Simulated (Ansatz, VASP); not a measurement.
One calculation of BaTiO3, two programs

File INCAR:

```
ALGO     = Normal         # electronic algorithm
EDIFF    = 1E-6           # SCF threshold, eV
ENCUT    = 910            # plane-wave cutoff, eV
GGA      = PS             # functional
GGA_COMPAT= False        
ISIF     = 2              # what is computed and relaxed
ISMEAR   = -1             # smearing method
LASPH    = True           # aspherical terms in the spheres
LCHARG   = False          # write CHGCAR
LDAU     = True           # DFT+U
LDAUJ    = 0 0 0        
LDAUL    = -1 2 -1        # shell
LDAUPRINT= 1            
LDAUTYPE = 2            
LDAUU    = 0 3 0          # U, eV
LMAXMIX  = 4              # l up to which the mixer works
LREAL    = False          # projectors in reciprocal space
LWAVE    = False          # write WAVECAR
NBANDS   = 28             # bands
NELM     = 200            # most SCF steps
PREC     = Accurate       # precision mode
SIGMA    = 0.05           # smearing width, eV
```

KPOINTS

```
k-points
0
Gamma
  7 7 7
```

File POSCAR:

```
BaTiO3
1.0
    3.9855000000      0.0000000000      0.0000000000
    0.0000000000      2.8369000000      2.8451500000
    0.0000000000     -2.8369000000      2.8451500000
Ba Ti O
1 1 3
Direct
    0.0000000000      0.0000000000      0.0000000000
    0.5000000000      0.5124000000      0.5124000000
    0.5000000000      0.9918400000      0.5052400000
    0.5000000000      0.5052400000      0.9918400000
    0.0000000000      0.4874000000      0.4874000000
```

input.yaml

```yaml
crystal:
  lattice:
    - [3.9855, 0.0, 0.0]
    - [0.0, 2.8369, 2.84515]
    - [0.0, -2.8369, 2.84515]
  atoms:
    - { symbol: Ba, position: [0.0, 0.0, 0.0] }
    - { symbol: Ti, position: [0.5, 0.5124, 0.5124] }
    - { symbol: O, position: [0.5, 0.99184, 0.50524] }
    - { symbol: O, position: [0.5, 0.50524, 0.99184] }
    - { symbol: O, position: [0.0, 0.4874, 0.4874] }
hamiltonian:
  xc: pbesol
  pseudopotentials: { kind: paw }
  hubbard: { sites: [{ species: Ti, l: d, u_eff: 3.0 }] }
kpoints:
  mp_grid: { grid: [7, 7, 7] }
scf:
  occupations: { method: fermi_dirac, width: 0.05 }
  n_extra_bands: 12
output:
  forces: true
  stress: true
  eigenvalues: true
  dos: { projected: true, de: 0.05, nscf_kmesh: { grid: [11, 11, 11] } }
```

Alike in both runs: functional PBEsol; k mesh 7 × 7 × 7; occupations fermi-dirac, width 0.05 eV; no spin polarisation; Hubbard terms Ti d U = 3.0 eV.

|  | VASP | Ansatz |
| --- | --- | --- |
| version | VASP 6.6.1 | Ansatz 0.2.0 |
| potentials or method | VASP PAW PBE potentials, release 64 (Ba_sv, Ti_sv, O_h) | Ansatz PAW |
| plane-wave cutoff (eV) | 910 | 420 |
| valence electrons in the cell | 40 | 40 |
| task | single point | projected density of states |

|  | VASP | Ansatz | Ansatz less VASP |
| --- | --- | --- | --- |
| gap on the k mesh at the Fermi level (eV) | 2.21 | 2.25 | +0.042 |
| least direct gap on the mesh (eV) | 2.37 | 2.38 | +0.010 |
| rms of the force components (eV/Å) | 0.121 | 0.103 | -0.0182 |

VASP's potentials were made for PBE, not for PBEsol. The programs project onto different local orbitals, so the same U acts differently, and such runs can settle in different states. Atom by atom the forces differ by 0.100 eV/Å (rms over components).

Spin-orbit coupling is off throughout. Noted on VASP's run: the cutoff is under 1.25 times that of the potentials, so the pressure is a little rough. Noted on Ansatz's run: odd divisions of the mesh miss points on the zone boundary, where band edges often lie, so the gap on the mesh can be too wide.
